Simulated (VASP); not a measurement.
# LaO (Pm-3m) in VASP: further runs

The runs below take LaO through single point, with PBEsol.

Everything below comes from runs of VASP 6.6.1. Logs are shortened: lines on timing, memory, paths and dates and some standing lists are left out, and cuts for length are marked.

**1. The cell of the first run**

Symmetry: Pm-3m, No. 221, cubic system. The conventional cell has a = 3.041 Å, b = 3.041 Å, c = 3.041 Å, α = 90.00°, β = 90.00°, γ = 90.00°. Within 3.5 Å of La (site symmetry m-3m) lie 8 O at 2.63 Å and 6 La at 3.04 Å. Within 3.5 Å of O (site symmetry m-3m) lie 8 La at 2.63 Å and 6 O at 3.04 Å.

**2. Single point, PBEsol**

INCAR reads:

```
SYSTEM = LaO
PREC     = Accurate       ! precision mode
ENCUT    = 600            ! plane-wave cutoff, eV
EDIFF    = 1E-6           ! SCF threshold, eV
ISMEAR   = 0              ! smearing method
SIGMA    = 0.05           ! smearing width, eV
LREAL    = .FALSE.        ! projectors in reciprocal space
LASPH    = .TRUE.         ! aspherical terms in the spheres
NELM     = 200            ! most SCF steps
ALGO     = Normal         ! electronic algorithm
ISIF     = 2              ! what is computed and relaxed
LWAVE    = .FALSE.        ! write WAVECAR
LCHARG   = .FALSE.        ! write CHGCAR
GGA      = PS             ! functional
NBANDS   = 16             ! bands
GGA_COMPAT= .FALSE.      
LMAXMIX  = 6              ! l up to which the mixer works
```

KPOINTS reads:

```
regular mesh
0
G
  6 6 6
  0 0 0
```

POSCAR reads:

```
LaO
1.0
    3.0406373569      0.0000000000      0.0000000000
    0.0000000000      3.0406373569      0.0000000000
    0.0000000000      0.0000000000      3.0406373569
La O
1 1
Direct
    0.0000000000      0.0000000000      0.0000000000
    0.5000000000      0.5000000000      0.5000000000
```

Potentials or basis: VASP PAW PBE potentials, release 64 (La, O).

On the command line:

```sh
$ cat potpaw_PBE.64/La/POTCAR potpaw_PBE.64/O/POTCAR > POTCAR
$ mpirun -np 1 vasp_std > vasp.out
```

OUTCAR:

```text
SYSTEM = LaO
   PREC = Accurate
   ENCUT = 600
   EDIFF = 1E-6
   ISMEAR = 0
   LREAL = .FALSE.
   LASPH = .TRUE.
   NELM = 200
   ISIF = 2
   GGA = PS

 ion  position               nearest neighbor table
   1  0.000  0.000  0.000-   2 2.63   2 2.63   2 2.63   2 2.63   2 2.63   2 2.63   2 2.63   2 2.63

   2  0.500  0.500  0.500-   1 2.63   1 2.63   1 2.63   1 2.63   1 2.63   1 2.63   1 2.63   1 2.63

  LATTYP: Found a simple cubic cell.
 ALAT       =     3.0406373569

  Lattice vectors:

 A1 = (   3.0406373569,   0.0000000000,   0.0000000000)
 A2 = (   0.0000000000,   3.0406373569,   0.0000000000)
 A3 = (   0.0000000000,   0.0000000000,   3.0406373569)

Analysis of symmetry for initial positions (statically):
=====================================================================
 Subroutine PRICEL returns:
 Original cell was already a primitive cell.

 Routine SETGRP: Setting up the symmetry group for a
 simple cubic supercell.

 Subroutine GETGRP returns: Found 48 space group operations
 (whereof 48 operations were pure point group operations)
 out of a pool of 48 trial point group operations.

The static configuration has the point symmetry O_h .

Analysis of symmetry for dynamics (positions and initial velocities):
=====================================================================
 Subroutine PRICEL returns:
 Original cell was already a primitive cell.

 Routine SETGRP: Setting up the symmetry group for a
 simple cubic supercell.

 Subroutine GETGRP returns: Found 48 space group operations
 (whereof 48 operations were pure point group operations)
 out of a pool of 48 trial point group operations.

The dynamic configuration has the point symmetry O_h .

 Subroutine INISYM returns: Found 48 space group operations
 (whereof 48 operations are pure point group operations),
 and found     1 'primitive' translations

----------------------------------------------------------------------------------------

                                     Primitive cell

  volume of cell :      28.1121

  direct lattice vectors                    reciprocal lattice vectors
     3.040637357  0.000000000  0.000000000     0.328878417  0.000000000  0.000000000
     0.000000000  3.040637357  0.000000000     0.000000000  0.328878417  0.000000000
     0.000000000  0.000000000  3.040637357     0.000000000  0.000000000  0.328878417

  length of vectors
     3.040637357  3.040637357  3.040637357     0.328878417  0.328878417  0.328878417

  position of ions in fractional coordinates (direct lattice)
     0.000000000  0.000000000  0.000000000
     0.500000000  0.500000000  0.500000000

  ion indices of the primitive-cell ions
   primitive index   ion index
                 1           1
                 2           2

----------------------------------------------------------------------------------------

 KPOINTS: regular mesh

Automatic generation of k-mesh.
 Grid dimensions read from file:
 generate k-points for:    6    6    6

 Generating k-lattice:

  Cartesian coordinates                     Fractional coordinates (reciprocal lattice)
     0.054813069  0.000000000  0.000000000     0.166666667  0.000000000  0.000000000
     0.000000000  0.054813069  0.000000000     0.000000000  0.166666667  0.000000000
     0.000000000  0.000000000  0.054813069     0.000000000  0.000000000  0.166666667

  Length of vectors
     0.054813069  0.054813069  0.054813069

  Shift w.r.t. Gamma in fractional coordinates (k-lattice)
     0.000000000  0.000000000  0.000000000

 Subroutine IBZKPT returns following result:
 ===========================================

 Found     20 irreducible k-points:

 Following reciprocal coordinates:
            Coordinates               Weight
  0.000000  0.000000  0.000000      1.000000
  0.166667  0.000000  0.000000      6.000000
  0.333333  0.000000  0.000000      6.000000
  0.500000  0.000000  0.000000      3.000000
  0.166667  0.166667  0.000000     12.000000
  0.333333  0.166667  0.000000     24.000000
[... 12 lines left out ...]
  0.500000  0.500000  0.333333      6.000000
  0.500000  0.500000  0.500000      1.000000
   k-points           NKPTS =     20   k-points in BZ     NKDIM =     20   number of bands    NBANDS=     16
   number of dos      NEDOS =    301   number of ions     NIONS =      2
   total plane-waves  NPLWV =  13824
   dimension x,y,z NGX =    24 NGY =   24 NGZ =   24
   dimension x,y,z NGXF=    48 NGYF=   48 NGZF=   48
   ions per type =               1   1
   NGX,Y,Z   is equivalent  to a cutoff of  13.12, 13.12, 13.12 a.u.
   NGXF,Y,Z  is equivalent  to a cutoff of  26.24, 26.24, 26.24 a.u.
 SYSTEM =  LaO
   PREC   = accura    normal or accurate (medium, high low for compatibility)
   ISTART =      0    job   : 0-new  1-cont  2-samecut
   ICHARG =      2    charge: 1-file 2-atom 10-const
   ISPIN  =      1    spin polarized calculation?
   LNONCOLLINEAR =      F non collinear calculations
   LSORBIT =      F    spin-orbit coupling
[... 26 lines left out ...]
  Thomas-Fermi vector in A             =   2.508903
   LORBIT       =      0    0 simple, 1 ext, 2 COOP (PROOUT), +10 PAW based schemes
   GGA     = PS    functional components
   LHFCALC =     F    Hartree Fock is set to
   AEXX    =    0.0000 exact exchange contribution
   IVDW    =     0    specifies the selected vdW correction
   LEPSILON=     F    determine dielectric tensor
   LRPA    =     F    only Hartree local field effects (RPA)
 non-spin polarized calculation
 Gauss-broadening in eV      SIGMA  =   0.05
  energy-cutoff  :      600.00
  volume of cell :       28.11
 maximum number of plane-waves:       968
   NGX = 13   NGY = 13   NGZ = 13

 number of electron      17.0000005 magnetization

 Free energy of the ion-electron system (eV)
  ---------------------------------------------------
  ext. energy  EPLUGINS =         0.00000000
  ---------------------------------------------------
  free energy    TOTEN  =       -15.31874678 eV

  energy without entropy =      -15.31606130  energy(sigma->0) =      -15.31740404

 E-fermi :  13.3965     XC(G=0): -12.3103

 val. band max:       13.2073530578   @ k =   0.5000   0.5000   0.0000
 cond. band min:      13.4220143364   @ k =   0.3333   0.1667   0.1667
 fundamental gap:      0.2146612786
 Fermi energy:        13.3964746419

 k-point     1 :       0.0000    0.0000    0.0000
  band No.  band energies     occupation
      1     -20.5966      2.00000
      2      -6.2581      2.00000
      3      -2.4167      2.00000
      4      -2.4167      2.00000
      5      -2.4167      2.00000
      6       9.2925      2.00000
[... 8 lines left out ...]
     15      16.1548      0.00000
     16      16.1548      0.00000

 k-point     2 :       0.1667    0.0000    0.0000
  band No.  band energies     occupation
      1     -20.4444      2.00000
      2      -6.7643      2.00000
      3      -2.6867      2.00000
      4      -2.2772      2.00000
      5      -2.2772      2.00000
      6       8.4372      2.00000
[... 8 lines left out ...]
     15      16.1363      0.00000
     16      16.1364      0.00000

 k-point     3 :       0.3333    0.0000    0.0000
  band No.  band energies     occupation
      1     -20.1132      2.00000
      2      -7.8883      2.00000
      3      -2.8482      2.00000
      4      -1.9777      2.00000
      5      -1.9777      2.00000
      6       7.1054      2.00000
[... 8 lines left out ...]
     15      16.1863      0.00000
     16      16.1863      0.00000

 k-point     4 :       0.5000    0.0000    0.0000
  band No.  band energies     occupation
      1     -19.9315      2.00000
      2      -8.4674      2.00000
      3      -2.8251      2.00000
      4      -1.8157      2.00000
      5      -1.8157      2.00000
      6       6.5287      2.00000
[... 8 lines left out ...]
     15      16.2831      0.00000
     16      16.2831      0.00000
[... 248 lines left out ...]
 k-point    18 :       0.5000    0.3333    0.3333
  band No.  band energies     occupation
      1     -19.0908      2.00000
      2      -6.5045      2.00000
      3      -4.6553      2.00000
      4      -4.2761      2.00000
      5      -4.1188      2.00000
      6       5.9063      2.00000
[... 8 lines left out ...]
     15      15.9614      0.00000
     16      16.5253      0.00000

 k-point    19 :       0.5000    0.5000    0.3333
  band No.  band energies     occupation
      1     -18.9394      2.00000
      2      -6.0476      2.00000
      3      -4.9263      2.00000
      4      -4.9263      2.00000
      5      -3.9886      2.00000
      6       5.9944      2.00000
[... 8 lines left out ...]
     15      16.0648      0.00000
     16      17.1456      0.00000

 k-point    20 :       0.5000    0.5000    0.5000
  band No.  band energies     occupation
      1     -18.7905      2.00000
      2      -5.9230      2.00000
      3      -4.7005      2.00000
      4      -4.7005      2.00000
      5      -4.7005      2.00000
      6       5.3683      2.00000
[... 8 lines left out ...]
     15      16.0291      0.00000
     16      17.8513      0.00000

------------------------ aborting loop because EDIFF is reached ----------------------------------------

  FORCE on cell =-STRESS in cart. coord.  units (eV):
  Direction    XX          YY          ZZ          XY          YZ          ZX
  --------------------------------------------------------------------------------------
  -------------------------------------------------------------------------------------
  Total        1.8150702      1.8150702      1.8150702      0.0000000      0.0000000     -0.0000000
  in kB      103.4451499    103.4451499    103.4451499      0.0000000      0.0000000     -0.0000000
  external PRESSURE =     103.4451499 kB  Pullay stress =       0.0000000 kB

 VOLUME and BASIS-vectors are now :
 -----------------------------------------------------------------------------
  energy-cutoff  :      600.00
  volume of cell :       28.11
      direct lattice vectors                 reciprocal lattice vectors
     3.040637357  0.000000000  0.000000000     0.328878417  0.000000000  0.000000000
     0.000000000  3.040637357  0.000000000     0.000000000  0.328878417  0.000000000
     0.000000000  0.000000000  3.040637357     0.000000000  0.000000000  0.328878417

 POSITION                                       TOTAL-FORCE (eV/Angst)
 -----------------------------------------------------------------------------------
      0.00000      0.00000      0.00000         0.000000      0.000000      0.000000
      1.52032      1.52032      1.52032         0.000000      0.000000      0.000000
 -----------------------------------------------------------------------------------
    total drift:                                0.000000      0.000000     -0.000000

  FREE ENERGIE OF THE ION-ELECTRON SYSTEM (eV)
  ---------------------------------------------------
  free  energy   TOTEN  =       -15.3187467842 eV

  energy  without entropy=      -15.3160613037  energy(sigma->0) =      -15.31740404
```

Wall time 5.3 s (1 thread of Intel Xeon 6975P-C (Granite Rapids), shared host); peak memory 0.15 GiB.

What came out:

- Free energy: -15.3187 eV
- Pressure: 10.3 GPa
- Band gap on the k mesh: zero (an odd number of electrons rules out a gap without spin polarisation)

Levels at points of the mesh, in eV from the Fermi level:
| k point | band 5 | band 6 | band 7 | band 8 | band 9 | band 10 | band 11 | band 12 |
| --- | --- | --- | --- | --- | --- | --- | --- | --- |
| (0.00, 0.00, 0.00) | -15.81 | -4.10 | -4.10 | -4.10 | -2.71 | -2.71 | 1.79 | 1.79 |
| (0.50, 0.00, 0.00) | -15.21 | -6.87 | -5.27 | -5.27 | -1.39 | 0.71 | 1.45 | 2.02 |
| (0.50, 0.50, 0.00) | -14.79 | -4.89 | -4.89 | -4.69 | -0.19 | 0.09 | 1.74 | 1.74 |
| (0.50, 0.50, 0.50) | -18.10 | -8.03 | -8.03 | -8.03 | 2.08 | 2.08 | 2.08 | 2.23 |

Caveat: the cell stands under pressure; the PAW data sets were made with another functional, which shifts forces and pressure a little; spin-orbit coupling is left out, which moves the levels of the heavy elements; an odd number of electrons without spin polarisation forces a metal; a magnetic or distorted state may lie lower.

**3. Single point, PBEsol**

This run uses another cell than the first one, of 13.39 Å³/atom.

INCAR is that of step 2.

KPOINTS reads:

```
Automatic mesh
0
G
  6 6 6
  0 0 0
```

POSCAR reads:

```
LaO
1.0
    2.9914732181      0.0000000000      0.0000000000
    0.0000000000      2.9914732181      0.0000000000
    0.0000000000      0.0000000000      2.9914732181
La O
1 1
Direct
    0.0000000000      0.0000000000      0.0000000000
    0.5000000000      0.5000000000      0.5000000000
```

Potentials or basis: VASP PAW PBE potentials, release 64 (La, O).

On the command line:

```sh
$ cat potpaw_PBE.64/La/POTCAR potpaw_PBE.64/O/POTCAR > POTCAR
$ mpirun -np 1 vasp_std > vasp.out
```

Run time: 5.2 s. Hardware: 1 thread of Intel Xeon 6975P-C (Granite Rapids), shared host; peak memory 0.15 GiB.

The run converged. Its results:

| Quantity | Value |
| --- | --- |
| Free energy | -15.1896 eV |
| Pressure | 20.5 GPa |
| Band gap on the k mesh | zero (an odd number of electrons rules out a gap without spin polarisation) |

Levels at points of the mesh, in eV from the Fermi level:
```tsv
k point	band 4	band 5	band 6	band 7	band 8	band 9	band 10	band 11	band 12	band 13
(0.00, 0.00, 0.00)	-15.72	-15.72	-4.21	-4.21	-4.21	-2.90	-2.90	1.86	1.86	1.86
(0.50, 0.00, 0.00)	-15.01	-15.01	-7.08	-5.54	-5.54	-1.49	0.65	1.51	2.13	2.13
(0.50, 0.50, 0.00)	-19.14	-14.53	-5.01	-5.01	-4.93	-0.16	0.18	1.83	1.83	2.46
(0.50, 0.50, 0.50)	-18.21	-18.21	-8.46	-8.46	-8.46	2.20	2.20	2.20	2.37	2.79
```

Caveat: the cell stands under pressure; the PAW data sets were made with another functional, which shifts forces and pressure a little; spin-orbit coupling is left out, which moves the levels of the heavy elements; an odd number of electrons without spin polarisation forces a metal; a magnetic or distorted state may lie lower.

**4. Single point, PBEsol**

This run uses another cell than the first one, of 14.96 Å³/atom.

INCAR reads:

```
  PREC = Accurate
  ENCUT = 600
  EDIFF = 1E-6
  ISMEAR = 0
  SIGMA = 0.05
  LREAL = F
  LASPH = T
  NELM = 200
  ALGO = Normal
  ISIF = 2
  LWAVE = F
  LCHARG = T
  GGA = PS
  LELF = T
  LVHAR = T
  NBANDS = 16
  GGA_COMPAT = F
  LMAXMIX = 6
```

KPOINTS reads:

```
Automatic mesh
0
Gamma
  6 6 6
```

POSCAR reads:

```
LaO
1.0
    3.1045658894      0.0000000000      0.0000000000
    0.0000000000      3.1045658894      0.0000000000
    0.0000000000      0.0000000000      3.1045658894
La O
1 1
Direct
    0.0000000000      0.0000000000      0.0000000000
    0.5000000000      0.5000000000      0.5000000000
```

On the command line:

```sh
$ cat potpaw_PBE.64/La/POTCAR potpaw_PBE.64/O/POTCAR > POTCAR
$ mpirun -np 1 vasp_std > vasp.out
```

Run time: 8.3 s. Hardware: 1 thread of Intel Xeon 6975P-C (Granite Rapids), shared host; peak memory 0.17 GiB.

Results (log left out):

```yaml
Free_energy: -15.3778 eV
Pressure: 0.3 GPa
Band_gap_on_the_k_mesh: zero (an odd number of electrons rules out a gap without spin polarisation)
```

Levels at points of the mesh, in eV from the Fermi level:
```
           k point  band 5  band 6  band 7  band 8  band 9  band 10  band 11  band 12
(0.00, 0.00, 0.00)  -15.93   -3.94   -3.94   -3.94   -2.47    -2.47     1.70     1.70
(0.50, 0.00, 0.00)  -15.45   -6.57   -4.93   -4.93   -1.26     0.77     1.38     1.89
(0.50, 0.50, 0.00)  -15.10   -4.71   -4.71   -4.38   -0.20     0.02     1.62     1.62
(0.50, 0.50, 0.50)  -17.96   -7.49   -7.49   -7.49    1.92     1.92     1.92     2.06
```

Caveat: the PAW data sets were made with another functional, which shifts forces and pressure a little; spin-orbit coupling is left out, which moves the levels of the heavy elements; an odd number of electrons without spin polarisation forces a metal; a magnetic or distorted state may lie lower.

**5. Single point, PBEsol**

This run uses another cell than the first one, of 14.47 Å³/atom.

INCAR reads:

```
PREC     = Accurate       # precision mode
ENCUT    = 600            # plane-wave cutoff, eV
EDIFF    = 1E-6           # SCF threshold, eV
ISMEAR   = 0              # smearing method
SIGMA    = 0.05           # smearing width, eV
LREAL    = F              # projectors in reciprocal space
LASPH    = T              # aspherical terms in the spheres
NELM     = 200            # most SCF steps
ALGO     = Normal         # electronic algorithm
ISIF     = 2              # what is computed and relaxed
LWAVE    = F              # write WAVECAR
LCHARG   = F              # write CHGCAR
GGA      = PS             # functional
NBANDS   = 16             # bands
GGA_COMPAT= F            
LMAXMIX  = 6              # l up to which the mixer works
```

KPOINTS is that of step 4.

POSCAR reads:

```
LaO
1.0
    3.0703549487      0.0000000000      0.0000000000
    0.0000000000      3.0703549487      0.0000000000
    0.0000000000      0.0000000000      3.0703549487
La O
1 1
Direct
    0.0000000000      0.0000000000      0.0000000000
    0.5000000000      0.5000000000      0.5000000000
```

On the command line:

```sh
$ cat potpaw_PBE.64/La/POTCAR potpaw_PBE.64/O/POTCAR > POTCAR
$ mpirun -np 1 vasp_std > vasp.out
```

Run time: 7.8 s. Hardware: 1 thread of Intel Xeon 6975P-C (Granite Rapids), shared host; peak memory 0.17 GiB.

The run converged. Its results:

```
Free energy            : -15.3601 eV
Pressure               : 5.3 GPa
Band gap on the k mesh : zero (an odd number of electrons rules out a gap without spin polarisation)
```

Levels at points of the mesh, in eV from the Fermi level:
```csv
k point,band 4,band 5,band 6,band 7,band 8,band 9,band 10,band 11,band 12,band 13
"(0.00, 0.00, 0.00)",-15.87,-15.87,-4.03,-4.03,-4.03,-2.60,-2.60,1.74,1.74,1.74
"(0.50, 0.00, 0.00)",-15.33,-15.33,-6.73,-5.11,-5.11,-1.33,0.74,1.41,1.96,1.96
"(0.50, 0.50, 0.00)",-18.78,-14.94,-4.81,-4.81,-4.55,-0.20,0.05,1.68,1.68,2.25
"(0.50, 0.50, 0.50)",-18.03,-18.03,-7.78,-7.78,-7.78,2.00,2.00,2.00,2.14,2.54
```

Caveat: the cell stands under pressure; the PAW data sets were made with another functional, which shifts forces and pressure a little; spin-orbit coupling is left out, which moves the levels of the heavy elements; an odd number of electrons without spin polarisation forces a metal; a magnetic or distorted state may lie lower.

**6. The runs side by side**

| cell | gap on the mesh (eV) | pressure (GPa) |
| --- | --- | --- |
| a = 3.041 Å, 2 atoms | none | 10.3 |
| a = 2.991 Å, 2 atoms | none | 20.5 |
| a = 3.105 Å, 2 atoms | none | 0.3 |
| a = 3.070 Å, 2 atoms | none | 5.3 |

Alike in all rows: task single point; level PBEsol; potentials or basis VASP PAW PBE potentials, release 64 (La, O); no spin polarisation; k mesh 6 × 6 × 6; cutoff (eV) 600; smearing gaussian 0.05 eV.

Caveats: the PAW data sets were made with another functional, which shifts forces and pressure a little; spin-orbit coupling is left out, which moves the levels of the heavy elements; an odd number of electrons without spin polarisation forces a metal; a magnetic or distorted state may lie lower; the cell stands under pressure (at least some runs).

Total energies depend on the potentials used, so only differences within one code and one set of settings carry meaning.
